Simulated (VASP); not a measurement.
# Cd (P6/mmm) in VASP: a series of runs, part 2 of 2

VASP 6.6.1. Earlier steps stand in the parts before.

## (5) Single point, PBE (22.71 Å³/atom)

This run uses another cell than the first one, of 22.71 Å³/atom.

Contents of INCAR:

```
PREC = Accurate ; ENCUT = 520
EDIFF = 1E-6 ; ISMEAR = -1
SIGMA = 0.1 ; LREAL = F
LASPH = T ; NELM = 80
ALGO = Normal ; ISIF = 2
LWAVE = F ; LCHARG = T
GGA = PE ; LELF = T
LVHAR = T ; NBANDS = 25
```

Contents of KPOINTS:

```
regular mesh
0
Gamma
  9 9 13
```

Contents of POSCAR:

```
Cd
1.0
    5.0761335087      0.0000000000      0.0000000000
   -2.5380667543      4.3960605715      0.0000000000
    0.0000000000      0.0000000000      3.0536465051
Cd
3
Direct
    0.0000000000      0.0000000000      0.0000000000
    0.3333333333      0.6666666667      0.5000000000
    0.6666666667      0.3333333333      0.5000000000
```

Potentials or basis: VASP PAW PBE potentials, release 64 (Cd).

Command:

```sh
> cat potpaw_PBE.64/Cd/POTCAR > POTCAR
> mpirun -np 1 vasp_std > vasp.out
```

OUTCAR:

```text
PREC = Accurate
   ENCUT = 520
   EDIFF = 1E-6
   ISMEAR = -1
   LREAL = F
   LASPH = T
   NELM = 80
   ISIF = 2
   GGA = PE

 ion  position               nearest neighbor table
   1  0.000  0.000  0.000-   2 3.30   3 3.30   2 3.30   3 3.30   2 3.30   2 3.30   3 3.30   3 3.30
                             3 3.30   3 3.30   2 3.30   2 3.30
   2  0.333  0.667  0.500-   3 2.93   3 2.93   3 2.93   1 3.30   1 3.30   1 3.30   1 3.30   1 3.30
                             1 3.30
   3  0.667  0.333  0.500-   2 2.93   2 2.93   2 2.93   1 3.30   1 3.30   1 3.30   1 3.30   1 3.30
                             1 3.30

  LATTYP: Found a hexagonal cell.
 ALAT       =     5.0761335087
 C/A-ratio  =     0.6015693834

  Lattice vectors:

 A1 = (   5.0761335087,   0.0000000000,   0.0000000000)
 A2 = (  -2.5380667543,   4.3960605715,   0.0000000000)
 A3 = (   0.0000000000,   0.0000000000,   3.0536465051)

Analysis of symmetry for initial positions (statically):
=====================================================================
 Subroutine PRICEL returns:
 Original cell was already a primitive cell.

 Routine SETGRP: Setting up the symmetry group for a
 hexagonal supercell.

 Subroutine GETGRP returns: Found 24 space group operations
 (whereof 24 operations were pure point group operations)
 out of a pool of 24 trial point group operations.

The static configuration has the point symmetry D_6h.

Analysis of symmetry for dynamics (positions and initial velocities):
=====================================================================
 Subroutine PRICEL returns:
 Original cell was already a primitive cell.

 Routine SETGRP: Setting up the symmetry group for a
 hexagonal supercell.

 Subroutine GETGRP returns: Found 24 space group operations
 (whereof 24 operations were pure point group operations)
 out of a pool of 24 trial point group operations.

The dynamic configuration has the point symmetry D_6h.

 Subroutine INISYM returns: Found 24 space group operations
 (whereof 24 operations are pure point group operations),
 and found     1 'primitive' translations

----------------------------------------------------------------------------------------

                                     Primitive cell

  volume of cell :      68.1421

  direct lattice vectors                    reciprocal lattice vectors
     5.076133509  0.000000000  0.000000000     0.197000335  0.113738196  0.000000000
    -2.538066754  4.396060571  0.000000000     0.000000000  0.227476392  0.000000000
     0.000000000  0.000000000  3.053646505     0.000000000  0.000000000  0.327477329

  length of vectors
     5.076133509  5.076133509  3.053646505     0.227476392  0.227476392  0.327477329

  position of ions in fractional coordinates (direct lattice)
     0.000000000  0.000000000  0.000000000
     0.333333333  0.666666667  0.500000000
     0.666666667  0.333333333  0.500000000

  ion indices of the primitive-cell ions
   primitive index   ion index
                 1           1
                 2           2
                 3           3

----------------------------------------------------------------------------------------

 KPOINTS: regular mesh

Automatic generation of k-mesh.
 Grid dimensions read from file:
 generate k-points for:    9    9   13

 Generating k-lattice:

  Cartesian coordinates                     Fractional coordinates (reciprocal lattice)
     0.021888926  0.012637577  0.000000000     0.111111111  0.000000000  0.000000000
     0.000000000  0.025275155  0.000000000     0.000000000  0.111111111  0.000000000
     0.000000000  0.000000000  0.025190564     0.000000000  0.000000000  0.076923077

  Length of vectors
     0.025275155  0.025275155  0.025190564

  Shift w.r.t. Gamma in fractional coordinates (k-lattice)
     0.000000000  0.000000000  0.000000000

 Subroutine IBZKPT returns following result:
 ===========================================

 Found     84 irreducible k-points:

 Following reciprocal coordinates:
            Coordinates               Weight
  0.000000  0.000000  0.000000      1.000000
  0.111111 -0.000000  0.000000      6.000000
  0.222222  0.000000  0.000000      6.000000
  0.333333 -0.000000  0.000000      6.000000
  0.444444  0.000000  0.000000      6.000000
  0.111111  0.111111  0.000000      6.000000
[... 16 lines left out ...]
  0.333333  0.222222  0.076923     24.000000
  0.333333  0.333333  0.076923      4.000000
 [... further k-points ...]
   k-points           NKPTS =     84   k-points in BZ     NKDIM =     84   number of bands    NBANDS=     25
   number of dos      NEDOS =    301   number of ions     NIONS =      3
   total plane-waves  NPLWV =  38400
   dimension x,y,z NGX =    40 NGY =   40 NGZ =   24
   dimension x,y,z NGXF=    80 NGYF=   80 NGZF=   48
   ions per type =               3
   NGX,Y,Z   is equivalent  to a cutoff of  13.10, 13.10, 13.07 a.u.
   NGXF,Y,Z  is equivalent  to a cutoff of  26.20, 26.20, 26.13 a.u.
 SYSTEM =  unknown system
   PREC   = accura    normal or accurate (medium, high low for compatibility)
   ISTART =      0    job   : 0-new  1-cont  2-samecut
   ICHARG =      2    charge: 1-file 2-atom 10-const
   ISPIN  =      1    spin polarized calculation?
   LNONCOLLINEAR =      F non collinear calculations
   LSORBIT =      F    spin-orbit coupling
   LASPH  =      T    aspherical Exc in radial PAW
   ENCUT  =  520.0 eV  38.22 Ry    6.18 a.u.   9.44  9.44  5.68*2*pi/ulx,y,z
   NELM   =     80;   NELMIN=  2; NELMDL= -5     # of ELM steps
   EDIFF  = 0.1E-05   stopping-criterion for ELM
   LREAL  =      F    real-space projection
   EDIFFG = 0.1E-04   stopping-criterion for IOM
   NSW    =      0    number of steps for IOM
   IBRION =     -1    ionic relax: 0-MD 1-quasi-New 2-CG
   NFREE  =      0    steps in history (QN), initial steepest desc. (CG)
   ISIF   =      2    stress and relaxation
   ISYM   =      2    0-nonsym 1-usesym 2-fastsym
   POTIM  = 0.5000    time-step for ionic-motion
   TEBEG  =    0.0;   TEEND  =   0.0 temperature during run
   PSTRESS=    0.0 pullay stress
   NELECT =      36.0000    total number of electrons
   NUPDOWN=      -1.0000    fix difference up-down
   EMIN   =  10.00;   EMAX   =-10.00  energy-range for DOS
   EFERMI =   0.00;   METHOD = LEGACY
   ISMEAR =    -1;   SIGMA  =   0.10  broadening in eV -4-tet -1-fermi 0-gaus
   EFERMI_NEDOS =   21; number of points for ismear=-14 and -15
   IALGO  =     38    algorithm
   IMIX   =      4    mixing-type and parameters
     AMIX     =   0.40;   BMIX     =  1.00
     AMIX_MAG =   1.60;   BMIX_MAG =  1.00
  volume/ion in A,a.u.               =      22.71       153.28
  Fermi-wavevector in a.u.,A,eV,Ry     =   1.323439  2.500937 23.830469  1.751490
  Thomas-Fermi vector in A             =   2.453047
   LORBIT       =      0    0 simple, 1 ext, 2 COOP (PROOUT), +10 PAW based schemes
   GGA     = PE    functional components
   LHFCALC =     F    Hartree Fock is set to
   AEXX    =    0.0000 exact exchange contribution
   IVDW    =     0    specifies the selected vdW correction
   LEPSILON=     F    determine dielectric tensor
   LRPA    =     F    only Hartree local field effects (RPA)
 non-spin polarized calculation
  energy-cutoff  :      520.00
  volume of cell :       68.14
 maximum number of plane-waves:      1853
 NGX is ok and might be reduce to    40
   NGX = 19   NGY = 19   NGZ = 11

 number of electron      35.9999989 magnetization

 Free energy of the ion-electron system (eV)
  ---------------------------------------------------
  ext. energy  EPLUGINS =         0.00000000
  ---------------------------------------------------
  free energy    TOTEN  =        -2.05748347 eV

  energy without entropy =       -2.02156990  energy(sigma->0) =       -2.03952668

 E-fermi :   2.6337     XC(G=0): -10.7708

 val. band max:        2.5723397118   @ k =   0.4444   0.0000   0.4615
 cond. band min:       2.6346447488   @ k =   0.2222   0.0000   0.2308
 fundamental gap:      0.0623050371
 Fermi energy:         2.6336937667

 k-point     1 :       0.0000    0.0000    0.0000
  band No.  band energies     occupation
      1      -7.1316      2.00000
      2      -6.6251      2.00000
      3      -6.5991      2.00000
      4      -6.4782      2.00000
      5      -6.4782      2.00000
      6      -6.3104      2.00000
[... 661 lines left out ...]
     24      12.4419      0.00000
     25      13.0666      0.00000

 [... further k-points ...]

------------------------ aborting loop because EDIFF is reached ----------------------------------------

  FORCE on cell =-STRESS in cart. coord.  units (eV):
  Direction    XX          YY          ZZ          XY          YZ          ZX
  --------------------------------------------------------------------------------------
  -------------------------------------------------------------------------------------
  Total        0.8169680      0.8169680      0.8290986      0.0000000      0.0000000      0.0000000
  in kB       19.2087969     19.2087969     19.4940161      0.0000000      0.0000000      0.0000000
  external PRESSURE =      19.3038700 kB  Pullay stress =       0.0000000 kB

 VOLUME and BASIS-vectors are now :
 -----------------------------------------------------------------------------
  energy-cutoff  :      520.00
  volume of cell :       68.14
      direct lattice vectors                 reciprocal lattice vectors
     5.076133509  0.000000000  0.000000000     0.197000335  0.113738196  0.000000000
    -2.538066754  4.396060571  0.000000000     0.000000000  0.227476392  0.000000000
     0.000000000  0.000000000  3.053646505     0.000000000  0.000000000  0.327477329

 POSITION                                       TOTAL-FORCE (eV/Angst)
 -----------------------------------------------------------------------------------
      0.00000      0.00000      0.00000        -0.000000      0.000000      0.000000
     -0.00000      2.93071      1.52682         0.000000     -0.000000      0.000000
      2.53807      1.46535      1.52682        -0.000000      0.000000     -0.000000
 -----------------------------------------------------------------------------------
    total drift:                                0.000000     -0.000000      0.000000

  FREE ENERGIE OF THE ION-ELECTRON SYSTEM (eV)
  ---------------------------------------------------
  free  energy   TOTEN  =        -2.0574834653 eV

  energy  without entropy=       -2.0215698971  energy(sigma->0) =       -2.03952668
```

OSZICAR:

```text
N       E                     dE             d eps       ncg     rms          rms(c)
DAV:   1     0.281483593961E+03    0.28148E+03   -0.19448E+04  4232   0.144E+03
DAV:   2     0.500178913961E+01   -0.27648E+03   -0.26615E+03  4284   0.382E+02
DAV:   3    -0.216813141037E+01   -0.71699E+01   -0.71526E+01  4950   0.712E+01
DAV:   4    -0.218201302544E+01   -0.13882E-01   -0.13878E-01  4585   0.290E+00
DAV:   5    -0.218205281373E+01   -0.39788E-04   -0.39788E-04  5071   0.144E-01    0.502E+00
DAV:   6    -0.206263063043E+01    0.11942E+00   -0.33575E-01  4690   0.592E+00    0.404E+00
DAV:   7    -0.205688610919E+01    0.57445E-02   -0.37738E-02  4584   0.156E+00    0.191E+00
DAV:   8    -0.205736606253E+01   -0.47995E-03   -0.44493E-03  4505   0.763E-01    0.106E-01
DAV:   9    -0.205744047812E+01   -0.74416E-04   -0.44869E-05  5140   0.621E-02    0.344E-02
DAV:  10    -0.205748351991E+01   -0.43042E-04   -0.43108E-05  4503   0.609E-02    0.454E-03
DAV:  11    -0.205748346530E+01    0.54618E-07   -0.13224E-07  2970   0.434E-03
   1 F= -.20574835E+01 E0= -.20395267E+01  d E =-.359136E-01
```

stdout:

```text
POSCAR found type information on POSCAR Cd
 POSCAR found :  1 types and       3 ions
 scaLAPACK will be used
 LDA part: xc-table for (Slater+PW92), standard interpolation
 POSCAR, INCAR and KPOINTS ok, starting setup
 FFT: planning ... GRIDC
 FFT: planning ... GRID_SOFT
 FFT: planning ... GRID
 WAVECAR not read
 entering main loop
```

Wall time 1.9 min (1 thread of Oxide Virtual Turin-like, shared host); peak memory 0.22 GiB.

What came out:

```yaml
Free_energy: -2.0575 eV
Pressure: 1.9 GPa
Band_gap_on_the_k_mesh: zero (bands 18 and 19 overlap by 4.33 eV)
```

Levels at points of the mesh, in eV from the Fermi level:
```csv
k point,band 15,band 16,band 17,band 18,band 19,band 20,band 21,band 22
"(0.00, 0.00, 0.00)",-8.33,-8.33,0.22,0.44,0.83,0.83,0.87,0.87
```

## (6) The runs side by side

```tsv
cell	k mesh	gap on the mesh (eV)	pressure (GPa)
a = 5.146, b = 5.146, c = 3.095 Å, angles 90.0, 90.0, 120.0°, 3 atoms	7 × 7 × 10	none	0.2
a = 4.931, b = 4.931, c = 2.966 Å, angles 90.0, 90.0, 120.0°, 3 atoms	9 × 9 × 13	none	7.2
a = 5.005, b = 5.005, c = 3.011 Å, angles 90.0, 90.0, 120.0°, 3 atoms	9 × 9 × 13	none	4.2
a = 5.076, b = 5.076, c = 3.054 Å, angles 90.0, 90.0, 120.0°, 3 atoms	9 × 9 × 13	none	1.9
```

Alike in all rows: task single point; level PBE; potentials or basis VASP PAW PBE potentials, release 64 (Cd); no spin polarisation; cutoff (eV) 520; smearing fermi-dirac 0.1 eV.

Caveats: the cell stands under pressure (at least some runs).

Absolute energies hang on the potentials; compare differences alone.

The gap in the log of VASP goes by the Fermi energy; the results here count the filled bands.